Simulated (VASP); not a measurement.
# MoS2 in VASP: further runs

MoS2 is run at these levels: LDA; tasks: electric field gradients.

Program: VASP 6.6.1. These are calculated values, not measurements. Logs are shortened: lines on timing, memory, paths and dates and some standing lists are left out, and cuts for length are marked.

**1. The cell of the first run**

Symmetry: P6_3/mmc, No. 194, hexagonal system. Conventional cell: a = 3.203 Å, b = 3.203 Å, c = 12.457 Å, α = 90.00°, β = 90.00°, γ = 120.00°. Mo (site symmetry -6m2) has 6 S at 2.40 Å and 6 Mo at 3.20 Å within 3.3 Å. Within 3.3 Å of S (site symmetry 3m) lie 3 Mo at 2.40 Å and 7 S at 3.05 to 3.20 Å.

**2. Electric field gradients, LDA (18.44 Å³/atom)**

File INCAR:

```
ALGO     = Normal         # electronic algorithm
EDIFF    = 1E-8           # SCF threshold, eV
ENCUT    = 520            # plane-wave cutoff, eV
ISIF     = 2              # what is computed and relaxed
ISMEAR   = -1             # smearing method
LASPH    = T              # aspherical terms in the spheres
LCHARG   = F              # write CHGCAR
LEFG     = T            
LREAL    = F              # projectors in reciprocal space
LWAVE    = F              # write WAVECAR
NBANDS   = 35             # bands
NELM     = 60             # most SCF steps
PREC     = Accurate       # precision mode
SIGMA    = 0.03           # smearing width, eV
```

File KPOINTS:

```
k-points
0
Gamma
  10 10 3
```

File POSCAR:

```
MoS2
1.0
    3.2025984982      0.0000000000      0.0000000000
   -1.6012992491      2.7735316575      0.0000000000
    0.0000000000      0.0000000000     12.4567948700
Mo S
2 4
Direct
    0.3333333333      0.6666666667      0.2500000000
    0.6666666667      0.3333333333      0.7500000000
    0.3333333333      0.6666666667      0.6275000000
    0.6666666667      0.3333333333      0.1275000000
    0.3333333333      0.6666666667      0.8725000000
    0.6666666667      0.3333333333      0.3725000000
```

Potentials or basis: VASP PAW LDA potentials, release 64 (Mo_sv, S).

The run is started by

```sh
> cat potpaw_LDA.64/Mo_sv/POTCAR potpaw_LDA.64/S/POTCAR > POTCAR
> mpirun -np 1 vasp_std > vasp.out
```

OUTCAR:

```text
EDIFF = 1E-8
   ENCUT = 520
   ISIF = 2
   ISMEAR = -1
   LASPH = T
   LREAL = F
   NELM = 60
   PREC = Accurate

 ion  position               nearest neighbor table
   1  0.333  0.667  0.250-   4 2.40   6 2.40   4 2.40   6 2.40   4 2.40   6 2.40
   2  0.667  0.333  0.750-   3 2.40   5 2.40   3 2.40   5 2.40   3 2.40   5 2.40
   3  0.333  0.667  0.627-   2 2.40   2 2.40   2 2.40
   4  0.667  0.333  0.127-   1 2.40   1 2.40   1 2.40
   5  0.333  0.667  0.873-   2 2.40   2 2.40   2 2.40
   6  0.667  0.333  0.373-   1 2.40   1 2.40   1 2.40

  LATTYP: Found a hexagonal cell.
 ALAT       =     3.2025984982
 C/A-ratio  =     3.8895899305

  Lattice vectors:

 A1 = (   3.2025984982,   0.0000000000,   0.0000000000)
 A2 = (  -1.6012992491,   2.7735316575,   0.0000000000)
 A3 = (   0.0000000000,   0.0000000000,  12.4567948700)

Analysis of symmetry for initial positions (statically):
=====================================================================
 Subroutine PRICEL returns:
 Original cell was already a primitive cell.

 Routine SETGRP: Setting up the symmetry group for a
 hexagonal supercell.

 Subroutine GETGRP returns: Found 24 space group operations
 (whereof 12 operations were pure point group operations)
 out of a pool of 24 trial point group operations.

The static configuration has the point symmetry D_3d.
 The point group associated with its full space group is D_6h.

Analysis of symmetry for dynamics (positions and initial velocities):
=====================================================================
 Subroutine PRICEL returns:
 Original cell was already a primitive cell.

 Routine SETGRP: Setting up the symmetry group for a
 hexagonal supercell.

 Subroutine GETGRP returns: Found 24 space group operations
 (whereof 12 operations were pure point group operations)
 out of a pool of 24 trial point group operations.

The dynamic configuration has the point symmetry D_3d.
 The point group associated with its full space group is D_6h.

 Subroutine INISYM returns: Found 24 space group operations
 (whereof 12 operations are pure point group operations),
 and found     1 'primitive' translations

[... 158 lines left out ...]
  band No.  band energies     occupation
      1     -54.2368      2.00000
      2     -54.2368      2.00000
      3     -28.5736      2.00000
      4     -28.5735      2.00000
      5     -28.3849      2.00000
      6     -28.3849      2.00000
[... 901 lines left out ...]
     34      10.6725      0.00000
     35      12.6575      0.00000

 [... further k-points ...]

------------------------ aborting loop because EDIFF is reached ----------------------------------------

  FORCE on cell =-STRESS in cart. coord.  units (eV):
  Direction    XX          YY          ZZ          XY          YZ          ZX
  --------------------------------------------------------------------------------------
  -------------------------------------------------------------------------------------
  Total       -4.6164428     -4.6164428     -0.4866171      0.0000000      0.0000000      0.0000000
  in kB      -66.8461043    -66.8461043     -7.0462171      0.0000000      0.0000000      0.0000000
  external PRESSURE =     -46.9128086 kB  Pullay stress =       0.0000000 kB

 VOLUME and BASIS-vectors are now :
 -----------------------------------------------------------------------------
  energy-cutoff  :      520.00
  volume of cell :      110.65
      direct lattice vectors                 reciprocal lattice vectors
     3.202598498  0.000000000  0.000000000     0.312246446  0.180275570  0.000000000
    -1.601299249  2.773531657  0.000000000     0.000000000  0.360551140  0.000000000
     0.000000000  0.000000000 12.456794870     0.000000000  0.000000000  0.080277472

 POSITION                                       TOTAL-FORCE (eV/Angst)
 -----------------------------------------------------------------------------------
     -0.00000      1.84902      3.11420        -0.000000      0.000000     -0.000000
      1.60130      0.92451      9.34260         0.000000     -0.000000     -0.000000
     -0.00000      1.84902      7.81664         0.000000      0.000000     -0.079082
      1.60130      0.92451      1.58824         0.000000     -0.000000     -0.079082
     -0.00000      1.84902     10.86855        -0.000000      0.000000      0.079082
      1.60130      0.92451      4.64016        -0.000000     -0.000000      0.079082
 -----------------------------------------------------------------------------------
    total drift:                                0.000000     -0.000000      0.000000

  FREE ENERGIE OF THE ION-ELECTRON SYSTEM (eV)
  ---------------------------------------------------
  free  energy   TOTEN  =       -48.8220139550 eV

  energy  without entropy=      -48.8220139293  energy(sigma->0) =      -48.82201394

 Electric field gradients (V/A^2)
---------------------------------------------------------------------
 ion       V_xx      V_yy      V_zz      V_xy      V_xz      V_yz
---------------------------------------------------------------------
   1      45.962    45.962   -91.924    -0.001    -0.000     0.000
   2      45.962    45.962   -91.924    -0.001     0.000    -0.000
   3      30.041    30.042   -60.084     0.001    -0.000     0.000
   4      30.041    30.042   -60.084     0.001     0.000    -0.000
   5      30.041    30.042   -60.084     0.001     0.000    -0.000
   6      30.041    30.042   -60.084     0.001    -0.000     0.000
---------------------------------------------------------------------

 Electric field gradients after diagonalization (V/A^2)
 (convention: |V_zz| > |V_xx| > |V_yy|)
----------------------------------------------------------------------
 ion       V_xx      V_yy      V_zz     asymmetry (V_yy - V_xx)/ V_zz
----------------------------------------------------------------------
   1      45.963    45.961   -91.924       0.000
   2      45.963    45.961   -91.924       0.000
   3      30.042    30.041   -60.084       0.000
   4      30.042    30.041   -60.084       0.000
   5      30.042    30.041   -60.084       0.000
   6      30.042    30.041   -60.084       0.000
----------------------------------------------------------------------

           NMR quadrupolar parameters

 Cq : quadrupolar parameter    Cq=e*Q*V_zz/h
 eta: asymmetry parameters     (V_yy - V_xx)/ V_zz
 Q  : nuclear electric quadrupole moment in mb (millibarn)
----------------------------------------------------------------------
 ion       Cq(MHz)       eta       Q (mb)
----------------------------------------------------------------------
   1      -0.222       0.000       1.000
   2      -0.222       0.000       1.000
   3      -0.145       0.000       1.000
   4      -0.145       0.000       1.000
   5      -0.145       0.000       1.000
   6      -0.145       0.000       1.000
----------------------------------------------------------------------
```

stdout:

```text
POSCAR found type information on POSCAR MoS
 POSCAR found :  2 types and       6 ions
 scaLAPACK will be used
 LDA part: xc-table for (Slater(with rela. corr.)+CA(PZ))
 , standard interpolation
 POSCAR, INCAR and KPOINTS ok, starting setup
 FFT: planning ... GRIDC
 FFT: planning ... GRID_SOFT
 FFT: planning ... GRID
 WAVECAR not read
 entering main loop
ion   1

ion   2

ion   3

ion   4

ion   5

ion   6
```

Wall time 2.5 min (1 thread of Intel Xeon 8259CL, shared host); peak memory 0.24 GiB.

What came out:

```yaml
Free_energy: -48.8220 eV
Pressure: -4.7 GPa
Largest_force: 0.079 eV/Å
Band_gap_on_the_k_mesh: 0.84 eV (least direct gap 1.78 eV)
Largest_electric_field_gradient_by_atom: Mo -91.9; S -60.1 V/Å²
```

Forces in eV/Å, atoms in the order of the input:
```
Mo   0.000  0.000  0.000
Mo   0.000  0.000  0.000
S    0.000  0.000 -0.079
S    0.000  0.000 -0.079
S    0.000  0.000  0.079
S    0.000  0.000  0.079
```

Stress tensor (GPa, compression positive):
```
-6.68  0.00  0.00
 0.00 -6.68  0.00
 0.00  0.00 -0.70
```

Electric field gradients, principal values (V/Å²):
| atom | least | middle | greatest (by size) |
| --- | --- | --- | --- |
| 1 Mo | 45.961 | 45.963 | -91.924 |
| 2 Mo | 45.961 | 45.963 | -91.924 |
| 3 S | 30.041 | 30.042 | -60.084 |
| 4 S | 30.041 | 30.042 | -60.084 |
| 5 S | 30.041 | 30.042 | -60.084 |
| 6 S | 30.041 | 30.042 | -60.084 |

Caveat: the cell stands under tension; without QUAD_EFG the Cq values of the log hold for a quadrupole moment of 1 mb, not for the nuclei; an odd mesh through Γ misses points on the zone boundary, where band edges can lie.

**3. Electric field gradients, LDA (18.44 Å³/atom)**

File INCAR:

```
SYSTEM = MoS2
PREC = Accurate
ENCUT = 520
EDIFF = 1E-8
ISMEAR = -1
SIGMA = 0.03
LREAL = .False.
LASPH = .True.
NELM = 100
ALGO = Normal
ISIF = 2
LWAVE = .False.
LCHARG = .False.
LEFG = .True.
NBANDS = 35
```

File KPOINTS:

```
regular mesh
0
Gamma
  10 10 3
  0 0 0
```

POSCAR is that of step 2.

Potentials or basis: VASP PAW LDA potentials, release 64 (Mo_sv, S).

The run is started by

```sh
> cat potpaw_LDA.64/Mo_sv/POTCAR potpaw_LDA.64/S/POTCAR > POTCAR
> mpirun -np 1 vasp_std > vasp.out
```

OUTCAR:

```text
SYSTEM = MoS2
   PREC = Accurate
   ENCUT = 520
   EDIFF = 1E-8
   ISMEAR = -1
   LREAL = .False.
   LASPH = .True.
   NELM = 100
   ISIF = 2

 ion  position               nearest neighbor table
   1  0.333  0.667  0.250-   4 2.40   6 2.40   4 2.40   6 2.40   4 2.40   6 2.40
   2  0.667  0.333  0.750-   3 2.40   5 2.40   3 2.40   5 2.40   3 2.40   5 2.40
   3  0.333  0.667  0.627-   2 2.40   2 2.40   2 2.40
   4  0.667  0.333  0.127-   1 2.40   1 2.40   1 2.40
   5  0.333  0.667  0.873-   2 2.40   2 2.40   2 2.40
   6  0.667  0.333  0.373-   1 2.40   1 2.40   1 2.40

  LATTYP: Found a hexagonal cell.
 ALAT       =     3.2025984982
 C/A-ratio  =     3.8895899305

  Lattice vectors:

 A1 = (   3.2025984982,   0.0000000000,   0.0000000000)
 A2 = (  -1.6012992491,   2.7735316575,   0.0000000000)
 A3 = (   0.0000000000,   0.0000000000,  12.4567948700)

Analysis of symmetry for initial positions (statically):
=====================================================================
 Subroutine PRICEL returns:
 Original cell was already a primitive cell.

 Routine SETGRP: Setting up the symmetry group for a
 hexagonal supercell.

 Subroutine GETGRP returns: Found 24 space group operations
 (whereof 12 operations were pure point group operations)
 out of a pool of 24 trial point group operations.

The static configuration has the point symmetry D_3d.
 The point group associated with its full space group is D_6h.

Analysis of symmetry for dynamics (positions and initial velocities):
=====================================================================
 Subroutine PRICEL returns:
 Original cell was already a primitive cell.

 Routine SETGRP: Setting up the symmetry group for a
[... 1090 lines left out ...]
  Total       -4.6164428     -4.6164428     -0.4866171      0.0000000      0.0000000      0.0000000
  in kB      -66.8461043    -66.8461043     -7.0462171      0.0000000      0.0000000      0.0000000
  external PRESSURE =     -46.9128086 kB  Pullay stress =       0.0000000 kB

 VOLUME and BASIS-vectors are now :
 -----------------------------------------------------------------------------
  energy-cutoff  :      520.00
  volume of cell :      110.65
      direct lattice vectors                 reciprocal lattice vectors
     3.202598498  0.000000000  0.000000000     0.312246446  0.180275570  0.000000000
    -1.601299249  2.773531657  0.000000000     0.000000000  0.360551140  0.000000000
     0.000000000  0.000000000 12.456794870     0.000000000  0.000000000  0.080277472

 POSITION                                       TOTAL-FORCE (eV/Angst)
 -----------------------------------------------------------------------------------
     -0.00000      1.84902      3.11420        -0.000000      0.000000     -0.000000
      1.60130      0.92451      9.34260         0.000000     -0.000000     -0.000000
     -0.00000      1.84902      7.81664         0.000000      0.000000     -0.079082
      1.60130      0.92451      1.58824         0.000000     -0.000000     -0.079082
     -0.00000      1.84902     10.86855        -0.000000      0.000000      0.079082
      1.60130      0.92451      4.64016        -0.000000     -0.000000      0.079082
 -----------------------------------------------------------------------------------
    total drift:                                0.000000     -0.000000      0.000000

  FREE ENERGIE OF THE ION-ELECTRON SYSTEM (eV)
  ---------------------------------------------------
  free  energy   TOTEN  =       -48.8220139550 eV

  energy  without entropy=      -48.8220139293  energy(sigma->0) =      -48.82201394

 Electric field gradients (V/A^2)
---------------------------------------------------------------------
 ion       V_xx      V_yy      V_zz      V_xy      V_xz      V_yz
---------------------------------------------------------------------
   1      45.962    45.962   -91.924    -0.001    -0.000     0.000
   2      45.962    45.962   -91.924    -0.001     0.000    -0.000
   3      30.041    30.042   -60.084     0.001    -0.000     0.000
   4      30.041    30.042   -60.084     0.001     0.000    -0.000
   5      30.041    30.042   -60.084     0.001     0.000    -0.000
   6      30.041    30.042   -60.084     0.001    -0.000     0.000
---------------------------------------------------------------------

 Electric field gradients after diagonalization (V/A^2)
 (convention: |V_zz| > |V_xx| > |V_yy|)
----------------------------------------------------------------------
 ion       V_xx      V_yy      V_zz     asymmetry (V_yy - V_xx)/ V_zz
----------------------------------------------------------------------
   1      45.963    45.961   -91.924       0.000
   2      45.963    45.961   -91.924       0.000
   3      30.042    30.041   -60.084       0.000
   4      30.042    30.041   -60.084       0.000
   5      30.042    30.041   -60.084       0.000
   6      30.042    30.041   -60.084       0.000
----------------------------------------------------------------------

           NMR quadrupolar parameters

 Cq : quadrupolar parameter    Cq=e*Q*V_zz/h
 eta: asymmetry parameters     (V_yy - V_xx)/ V_zz
 Q  : nuclear electric quadrupole moment in mb (millibarn)
----------------------------------------------------------------------
 ion       Cq(MHz)       eta       Q (mb)
----------------------------------------------------------------------
   1      -0.222       0.000       1.000
   2      -0.222       0.000       1.000
   3      -0.145       0.000       1.000
   4      -0.145       0.000       1.000
   5      -0.145       0.000       1.000
   6      -0.145       0.000       1.000
----------------------------------------------------------------------
```

Wall time 2.5 min (1 thread of Intel Xeon 8259CL, shared host); peak memory 0.23 GiB.

Results:

```
Free energy                             : -48.8220 eV
Pressure                                : -4.7 GPa
Largest force                           : 0.079 eV/Å
Band gap on the k mesh                  : 0.84 eV (least direct gap 1.78 eV)
Largest electric field gradient by atom : Mo -91.9; S -60.1 V/Å²
```

Forces on the atoms (eV/Å):
```
Mo   0.000  0.000  0.000
Mo   0.000  0.000  0.000
S    0.000  0.000 -0.079
S    0.000  0.000 -0.079
S    0.000  0.000  0.079
S    0.000  0.000  0.079
```

Levels at points of the mesh, in eV from the valence-band top:
| k point | band 23 | band 24 | band 25 | band 26 | band 27 | band 28 | band 29 | band 30 |
| --- | --- | --- | --- | --- | --- | --- | --- | --- |
| (0.00, 0.00, 0.00) | -2.44 | -1.26 | -1.06 | 0.00 | 1.92 | 1.92 | 1.94 | 1.94 |
| (0.50, 0.00, 0.00) | -1.96 | -1.82 | -1.49 | -1.36 | 1.33 | 1.37 | 1.79 | 1.98 |

Electric field gradients, principal values (V/Å²):
```
atom   least  middle  greatest (by size)
1 Mo  45.961  45.963             -91.924
2 Mo  45.961  45.963             -91.924
 3 S  30.041  30.042             -60.084
 4 S  30.041  30.042             -60.084
 5 S  30.041  30.042             -60.084
 6 S  30.041  30.042             -60.084
```

Caveat: the cell stands under tension; without QUAD_EFG the Cq values of the log hold for a quadrupole moment of 1 mb, not for the nuclei; an odd mesh through Γ misses points on the zone boundary, where band edges can lie.

[end of part 1 of 3]
